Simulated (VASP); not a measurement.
# KAl3O (Pm-3m) in VASP: single point with PBE

Aim: the single point of KAl3O with PBE.

All numbers are computed with VASP 6.6.1; they aren't measurements. Logs are shortened: lines on timing, memory, paths and dates and some standing lists are left out, and cuts for length are marked.

### Step 1. The cell of the first run

The structure is cubic, space group Pm-3m (No. 221). The conventional cell has a = 4.597 Å, b = 4.597 Å, c = 4.597 Å, α = 90.00°, β = 90.00°, γ = 90.00°. Within 4.3 Å of K (site symmetry m-3m) lie 12 Al at 3.25 Å and 8 O at 3.98 Å. Al (site symmetry 4/mmm) has 2 O at 2.30 Å within 3.0 Å. Within 3.0 Å of O (site symmetry m-3m) lie 6 Al at 2.30 Å.

### Step 2. Single point, PBE

INCAR reads:

```
SYSTEM = KAl3O
PREC = Accurate ; ENCUT = 520
EDIFF = 1E-6 ; ISMEAR = 0
SIGMA = 0.1 ; LREAL = .FALSE.
LASPH = .TRUE. ; NELM = 100
ALGO = Normal ; ISIF = 2
LWAVE = .FALSE. ; LCHARG = .FALSE.
GGA = PE ; NBANDS = 20
```

KPOINTS reads:

```
Automatic mesh
0
G
  4 4 4
  0 0 0
```

POSCAR reads:

```
KAl3O
1.0
    4.5973501000      0.0000000000      0.0000000000
    0.0000000000      4.5973501000      0.0000000000
    0.0000000000      0.0000000000      4.5973501000
K Al O
1 3 1
Direct
    0.0000000000      0.0000000000      0.0000000000
    0.0000000000      0.5000000000      0.5000000000
    0.5000000000      0.0000000000      0.5000000000
    0.5000000000      0.5000000000      0.0000000000
    0.5000000000      0.5000000000      0.5000000000
```

Potentials or basis: VASP PAW PBE potentials, release 64 (K_sv, Al, O).

Started as:

```sh
$ cat potpaw_PBE.64/K_sv/POTCAR potpaw_PBE.64/Al/POTCAR potpaw_PBE.64/O/POTCAR > POTCAR
$ mpirun -np 1 vasp_std > vasp.out
```

OUTCAR:

```text
SYSTEM = KAl3O
   PREC = Accurate
   ENCUT = 520
   EDIFF = 1E-6
   ISMEAR = 0
   LREAL = .FALSE.
   LASPH = .TRUE.
   NELM = 100
   ISIF = 2
   GGA = PE

 ion  position               nearest neighbor table
   1  0.000  0.000  0.000-   2 3.25   3 3.25   4 3.25   2 3.25   3 3.25   2 3.25   4 3.25   2 3.25
                             3 3.25   4 3.25   3 3.25   4 3.25
   2  0.000  0.500  0.500-   5 2.30   5 2.30   4 3.25   1 3.25   1 3.25   4 3.25   1 3.25   3 3.25
                             1 3.25   3 3.25   4 3.25   3 3.25   4 3.25   3 3.25
   3  0.500  0.000  0.500-   5 2.30   5 2.30   4 3.25   1 3.25   1 3.25   4 3.25   2 3.25   4 3.25
                             2 3.25   4 3.25   1 3.25   2 3.25   1 3.25   2 3.25
   4  0.500  0.500  0.000-   5 2.30   5 2.30   3 3.25   1 3.25   2 3.25   3 3.25   2 3.25   1 3.25
                             3 3.25   3 3.25   1 3.25   2 3.25   2 3.25   1 3.25
   5  0.500  0.500  0.500-   2 2.30   3 2.30   4 2.30   4 2.30   3 2.30   2 2.30

  LATTYP: Found a simple cubic cell.
 ALAT       =     4.5973501000

  Lattice vectors:

 A1 = (   4.5973501000,   0.0000000000,   0.0000000000)
 A2 = (   0.0000000000,   4.5973501000,   0.0000000000)
 A3 = (   0.0000000000,   0.0000000000,   4.5973501000)

Analysis of symmetry for initial positions (statically):
=====================================================================
 Subroutine PRICEL returns:
 Original cell was already a primitive cell.

 Routine SETGRP: Setting up the symmetry group for a
 simple cubic supercell.

 Subroutine GETGRP returns: Found 48 space group operations
 (whereof 48 operations were pure point group operations)
 out of a pool of 48 trial point group operations.

The static configuration has the point symmetry O_h .

Analysis of symmetry for dynamics (positions and initial velocities):
=====================================================================
 Subroutine PRICEL returns:
 Original cell was already a primitive cell.

 Routine SETGRP: Setting up the symmetry group for a
 simple cubic supercell.

 Subroutine GETGRP returns: Found 48 space group operations
 (whereof 48 operations were pure point group operations)
 out of a pool of 48 trial point group operations.

The dynamic configuration has the point symmetry O_h .

 Subroutine INISYM returns: Found 48 space group operations
 (whereof 48 operations are pure point group operations),
 and found     1 'primitive' translations

----------------------------------------------------------------------------------------

                                     Primitive cell

  volume of cell :      97.1679

  direct lattice vectors                    reciprocal lattice vectors
     4.597350100  0.000000000  0.000000000     0.217516608  0.000000000  0.000000000
     0.000000000  4.597350100  0.000000000     0.000000000  0.217516608  0.000000000
     0.000000000  0.000000000  4.597350100     0.000000000  0.000000000  0.217516608

  length of vectors
     4.597350100  4.597350100  4.597350100     0.217516608  0.217516608  0.217516608

  position of ions in fractional coordinates (direct lattice)
     0.000000000  0.000000000  0.000000000
     0.000000000  0.500000000  0.500000000
     0.500000000  0.000000000  0.500000000
     0.500000000  0.500000000  0.000000000
     0.500000000  0.500000000  0.500000000

  ion indices of the primitive-cell ions
   primitive index   ion index
                 1           1
                 2           2
                 3           3
                 4           4
                 5           5

----------------------------------------------------------------------------------------

 KPOINTS: Automatic mesh

Automatic generation of k-mesh.
 Grid dimensions read from file:
 generate k-points for:    4    4    4

 Generating k-lattice:

  Cartesian coordinates                     Fractional coordinates (reciprocal lattice)
     0.054379152  0.000000000  0.000000000     0.250000000  0.000000000  0.000000000
     0.000000000  0.054379152  0.000000000     0.000000000  0.250000000  0.000000000
     0.000000000  0.000000000  0.054379152     0.000000000  0.000000000  0.250000000

  Length of vectors
     0.054379152  0.054379152  0.054379152

  Shift w.r.t. Gamma in fractional coordinates (k-lattice)
     0.000000000  0.000000000  0.000000000

 Subroutine IBZKPT returns following result:
 ===========================================

 Found     10 irreducible k-points:

 Following reciprocal coordinates:
            Coordinates               Weight
  0.000000  0.000000  0.000000      1.000000
  0.250000  0.000000  0.000000      6.000000
  0.500000  0.000000  0.000000      3.000000
  0.250000  0.250000  0.000000     12.000000
  0.500000  0.250000  0.000000     12.000000
  0.500000  0.500000  0.000000      3.000000
  0.250000  0.250000  0.250000      8.000000
  0.500000  0.250000  0.250000     12.000000
  0.500000  0.500000  0.250000      6.000000
  0.500000  0.500000  0.500000      1.000000
   k-points           NKPTS =     10   k-points in BZ     NKDIM =     10   number of bands    NBANDS=     20
   number of dos      NEDOS =    301   number of ions     NIONS =      5
   total plane-waves  NPLWV =  46656
   dimension x,y,z NGX =    36 NGY =   36 NGZ =   36
   dimension x,y,z NGXF=    72 NGYF=   72 NGZF=   72
   ions per type =               1   3   1
   NGX,Y,Z   is equivalent  to a cutoff of  13.02, 13.02, 13.02 a.u.
   NGXF,Y,Z  is equivalent  to a cutoff of  26.04, 26.04, 26.04 a.u.
 SYSTEM =  KAl3O
   PREC   = accura    normal or accurate (medium, high low for compatibility)
   ISTART =      0    job   : 0-new  1-cont  2-samecut
   ICHARG =      2    charge: 1-file 2-atom 10-const
   ISPIN  =      1    spin polarized calculation?
   LNONCOLLINEAR =      F non collinear calculations
   LSORBIT =      F    spin-orbit coupling
   LASPH  =      T    aspherical Exc in radial PAW
   ENCUT  =  520.0 eV  38.22 Ry    6.18 a.u.   8.55  8.55  8.55*2*pi/ulx,y,z
   NELM   =    100;   NELMIN=  2; NELMDL= -5     # of ELM steps
   EDIFF  = 0.1E-05   stopping-criterion for ELM
   LREAL  =      F    real-space projection
   EDIFFG = 0.1E-04   stopping-criterion for IOM
   NSW    =      0    number of steps for IOM
   IBRION =     -1    ionic relax: 0-MD 1-quasi-New 2-CG
   NFREE  =      0    steps in history (QN), initial steepest desc. (CG)
   ISIF   =      2    stress and relaxation
   ISYM   =      2    0-nonsym 1-usesym 2-fastsym
   POTIM  = 0.5000    time-step for ionic-motion
   TEBEG  =    0.0;   TEEND  =   0.0 temperature during run
   PSTRESS=    0.0 pullay stress
   NELECT =      24.0000    total number of electrons
   NUPDOWN=      -1.0000    fix difference up-down
   EMIN   =  10.00;   EMAX   =-10.00  energy-range for DOS
   EFERMI =   0.00;   METHOD = LEGACY
   ISMEAR =     0;   SIGMA  =   0.10  broadening in eV -4-tet -1-fermi 0-gaus
   EFERMI_NEDOS =   21; number of points for ismear=-14 and -15
   IALGO  =     38    algorithm
   IMIX   =      4    mixing-type and parameters
     AMIX     =   0.40;   BMIX     =  1.00
     AMIX_MAG =   1.60;   BMIX_MAG =  1.00
  volume/ion in A,a.u.               =      19.43       131.14
  Fermi-wavevector in a.u.,A,eV,Ry     =   1.027159  1.941049 14.354902  1.055056
  Thomas-Fermi vector in A             =   2.161089
   LORBIT       =      0    0 simple, 1 ext, 2 COOP (PROOUT), +10 PAW based schemes
   GGA     = PE    functional components
   LHFCALC =     F    Hartree Fock is set to
   AEXX    =    0.0000 exact exchange contribution
   IVDW    =     0    specifies the selected vdW correction
   LEPSILON=     F    determine dielectric tensor
   LRPA    =     F    only Hartree local field effects (RPA)
 non-spin polarized calculation
 Gauss-broadening in eV      SIGMA  =   0.10
  energy-cutoff  :      520.00
  volume of cell :       97.17
 maximum number of plane-waves:      2657
 NGX is ok and might be reduce to    36
   NGX = 17   NGY = 17   NGZ = 17

 number of electron      24.0000008 magnetization

 Free energy of the ion-electron system (eV)
  ---------------------------------------------------
  ext. energy  EPLUGINS =         0.00000000
  ---------------------------------------------------
  free energy    TOTEN  =       -16.89154091 eV

  energy without entropy =      -16.87712188  energy(sigma->0) =      -16.88433139

 E-fermi :   4.4204     XC(G=0):  -9.3606

 val. band max:        4.3862756301   @ k =   0.5000   0.5000   0.2500
 cond. band min:       4.5480743300   @ k =   0.5000   0.2500   0.2500
 fundamental gap:      0.1617986999
 Fermi energy:         4.4204078019

 k-point     1 :       0.0000    0.0000    0.0000
  band No.  band energies     occupation
      1     -25.3819      2.00000
      2     -14.2904      2.00000
      3      -9.0246      2.00000
      4      -9.0246      2.00000
      5      -9.0246      2.00000
      6      -1.8498      2.00000
[... 12 lines left out ...]
     19       8.8204      0.00000
     20       8.8204      0.00000

 k-point     2 :       0.2500    0.0000    0.0000
  band No.  band energies     occupation
      1     -25.3803      2.00000
      2     -14.2754      2.00000
      3      -9.0795      2.00000
      4      -9.0177      2.00000
      5      -9.0177      2.00000
      6      -2.2635      2.00000
[... 12 lines left out ...]
     19      10.4877      0.00000
     20      11.1948      0.00000

 k-point     3 :       0.5000    0.0000    0.0000
  band No.  band energies     occupation
      1     -25.3787      2.00000
      2     -14.2598      2.00000
      3      -9.1329      2.00000
      4      -9.0108      2.00000
      5      -9.0108      2.00000
      6      -2.5984      2.00000
[... 12 lines left out ...]
     19       9.9994      0.00000
     20      10.9124      0.00000

 k-point     4 :       0.2500    0.2500    0.0000
  band No.  band energies     occupation
      1     -25.3787      2.00000
      2     -14.2588      2.00000
      3      -9.0762      2.00000
      4      -9.0737      2.00000
      5      -9.0115      2.00000
      6      -2.1844      2.00000
[... 107 lines left out ...]
 k-point     9 :       0.5000    0.5000    0.2500
  band No.  band energies     occupation
      1     -25.3742      2.00000
      2     -14.2087      2.00000
      3      -9.1130      2.00000
      4      -9.1130      2.00000
      5      -9.0491      2.00000
      6      -2.0292      2.00000
[... 12 lines left out ...]
     19      10.9017      0.00000
     20      11.0030      0.00000

 k-point    10 :       0.5000    0.5000    0.5000
  band No.  band energies     occupation
      1     -25.3728      2.00000
      2     -14.1928      2.00000
      3      -9.0977      2.00000
      4      -9.0977      2.00000
      5      -9.0977      2.00000
      6      -1.9823      2.00000
[... 12 lines left out ...]
     19      11.8722      0.00000
     20      11.8723      0.00000

------------------------ aborting loop because EDIFF is reached ----------------------------------------

  FORCE on cell =-STRESS in cart. coord.  units (eV):
  Direction    XX          YY          ZZ          XY          YZ          ZX
  --------------------------------------------------------------------------------------
  -------------------------------------------------------------------------------------
  Total        1.0961459      1.0961459      1.0961459     -0.0000000      0.0000000      0.0000000
  in kB       18.0740803     18.0740803     18.0740803     -0.0000000      0.0000000      0.0000000
  external PRESSURE =      18.0740803 kB  Pullay stress =       0.0000000 kB

 VOLUME and BASIS-vectors are now :
 -----------------------------------------------------------------------------
  energy-cutoff  :      520.00
  volume of cell :       97.17
      direct lattice vectors                 reciprocal lattice vectors
     4.597350100  0.000000000  0.000000000     0.217516608  0.000000000  0.000000000
     0.000000000  4.597350100  0.000000000     0.000000000  0.217516608  0.000000000
     0.000000000  0.000000000  4.597350100     0.000000000  0.000000000  0.217516608

 POSITION                                       TOTAL-FORCE (eV/Angst)
 -----------------------------------------------------------------------------------
      0.00000      0.00000      0.00000         0.000000      0.000000      0.000000
      0.00000      2.29868      2.29868         0.000000      0.000000      0.000000
      2.29868      0.00000      2.29868         0.000000      0.000000      0.000000
      2.29868      2.29868      0.00000         0.000000      0.000000      0.000000
      2.29868      2.29868      2.29868         0.000000      0.000000      0.000000
 -----------------------------------------------------------------------------------
    total drift:                                0.000000      0.000000      0.000000

  FREE ENERGIE OF THE ION-ELECTRON SYSTEM (eV)
  ---------------------------------------------------
  free  energy   TOTEN  =       -16.8915409077 eV

  energy  without entropy=      -16.8771218793  energy(sigma->0) =      -16.88433139
```

Run time: 18 s. Hardware: 1 thread of AMD EPYC 7R43 (Zen 3), shared host; peak memory 0.17 GiB.

What came out:

* Free energy: -16.8915 eV
* Pressure: 1.8 GPa
* Band gap on the k mesh: zero (band 12 reaches 6.18 eV, above the bottom of band 13 at 4.03 eV)
